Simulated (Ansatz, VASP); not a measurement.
**MgO: VASP beside Ansatz**

File POSCAR:

```
MgO
1.0
    0.0000000000      2.1351500000      2.1351500000
    2.1992045000      0.0000000000      2.1351500000
    2.1992045000      2.1351500000      0.0000000000
Mg O
1 1
Direct
    0.0000000000      0.0000000000      0.0000000000
    0.5000000000      0.5000000000      0.5000000000
```

Contents of INCAR.step1:

```
ALGO     = Normal         # electronic algorithm
EDIFF    = 1E-4           # SCF threshold, eV
ENCUT    = 520            # plane-wave cutoff, eV
GGA      = PE             # functional
ISMEAR   = 0              # smearing method
LASPH    = True           # aspherical terms in the spheres
LCHARG   = False          # write CHGCAR
LREAL    = False          # projectors in reciprocal space
LWAVE    = True           # write WAVECAR
NBANDS   = 11             # bands
NELM     = 80             # most SCF steps
PREC     = Accurate       # precision mode
SIGMA    = 0.05           # smearing width, eV
```

The input INCAR.step2:

```
ALGO     = Normal         # electronic algorithm
EDIFF    = 1E-6           # SCF threshold, eV
ENCUT    = 520            # plane-wave cutoff, eV
ISIF     = 2              # what is computed and relaxed
ISMEAR   = 0              # smearing method
ISTART   = 1            
LASPH    = True           # aspherical terms in the spheres
LCHARG   = False          # write CHGCAR
LMIXTAU  = True         
LREAL    = False          # projectors in reciprocal space
LWAVE    = False          # write WAVECAR
METAGGA  = R2SCAN         # meta-GGA
NBANDS   = 11             # bands
NELM     = 80             # most SCF steps
PREC     = Accurate       # precision mode
SIGMA    = 0.05           # smearing width, eV
```

The input KPOINTS:

```
k-points
0
Gamma
  10 10 10
```

Input for Ansatz:

```yaml
crystal:
  lattice:
    - [0.0, 2.13515, 2.13515]
    - [2.1992045, 0.0, 2.13515]
    - [2.1992045, 2.13515, 0.0]
  atoms:
    - { symbol: Mg, position: [0.0, 0.0, 0.0] }
    - { symbol: O, position: [0.5, 0.5, 0.5] }
basis:
  ecutwfc: 500
kpoints:
  mp_grid: { grid: [10, 10, 10] }
hamiltonian:
  xc: r2scan
scf:
  occupations: { method: gaussian, width: 0.05 }
output:
  forces: true
  stress: true
  eigenvalues: true
```

Change from the starting cell: strain +0.0300 x Voigt [1, 0, 0, 0, 0, 0], atoms carried along.

Alike in both runs: task single point; functional r2SCAN; k mesh 10 × 10 × 10; occupations gaussian, width 0.05 eV; no spin polarisation.

|  | VASP | Ansatz |
| --- | --- | --- |
| version | VASP 6.6.1 | Ansatz 0.2.0 |
| potentials or method | VASP PAW PBE potentials, release 64 (Mg, O), cutoff 520 eV | scalar-relativistic, plane waves, PAW |
| valence electrons in the cell | 8 | 16 |

|  | VASP | Ansatz | Ansatz less VASP |
| --- | --- | --- | --- |
| gap on the k mesh at the Fermi level (eV) | 4.87 | 4.90 | +0.026 |
| least direct gap on the mesh (eV) | 4.87 | 4.90 | +0.026 |
| pressure (GPa) | -11.7 | -10.6 | +1.08 |
| traceless stress, the component that is largest in VASP (GPa) | -2.42 | -2.47 | -0.046 |

VASP's potentials were made for PBE, not for r2SCAN. VASP's potentials hold 8 valence electrons a cell and Ansatz's 16, so a difference there can come from the potentials and not from the codes.
